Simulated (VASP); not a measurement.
A run of VASP 6.6.1 is set up as follows.

POSCAR

```
KBr
1.0
    0.0000000000      3.5559000000      3.1608000000
    3.5559000000      0.0000000000      3.1608000000
    3.5559000000      3.5559000000      0.0000000000
K Br
1 1
Direct
    0.0000000000      0.0000000000      0.0000000000
    0.5000000000      0.5000000000      0.5000000000
```

INCAR.step1

```
  ALGO = Normal
  EDIFF = 1E-4
  ENCUT = 520
  GGA = PE
  ISMEAR = 0
  LASPH = T
  LCHARG = F
  LREAL = F
  LWAVE = T
  NBANDS = 15
  NELM = 100
  PREC = Accurate
  SIGMA = 0.05
```

INCAR.step2

```
  ALGO = Normal
  EDIFF = 1E-6
  ENCUT = 520
  ISIF = 2
  ISMEAR = 0
  ISTART = 1
  LASPH = T
  LCHARG = T
  LELF = T
  LMIXTAU = T
  LREAL = F
  LVHAR = T
  LWAVE = F
  METAGGA = R2SCAN
  NBANDS = 15
  NELM = 100
  PREC = Accurate
  SIGMA = 0.05
```

Contents of KPOINTS:

```
k-points
0
Gamma
  6 6 6
```

Potentials or basis: VASP PAW PBE potentials, release 64 (K_sv, Br).

Run with:

```sh
$ cat potpaw_PBE.64/K_sv/POTCAR potpaw_PBE.64/Br/POTCAR > POTCAR
$ cp INCAR.step1 INCAR
$ mpirun -np 1 vasp_std > vasp.out
$ cp INCAR.step2 INCAR
$ mpirun -np 1 vasp_std > vasp.out
```

Question: What does it give for the band gap on the k mesh?

Answer: 4.76 eV, direct.

Question: Predict the pressure.

Answer: -0.7 GPa.

Stress tensor (GPa, compression positive):
```
-1.77  0.00  0.00
 0.00 -1.77  0.00
 0.00  0.00  1.36
```

Caveat: the cell differs from its parent crystal (strain +0.080 along x and y, -0.040 along z); the PAW data sets were made with another functional, which shifts forces and pressure a little.
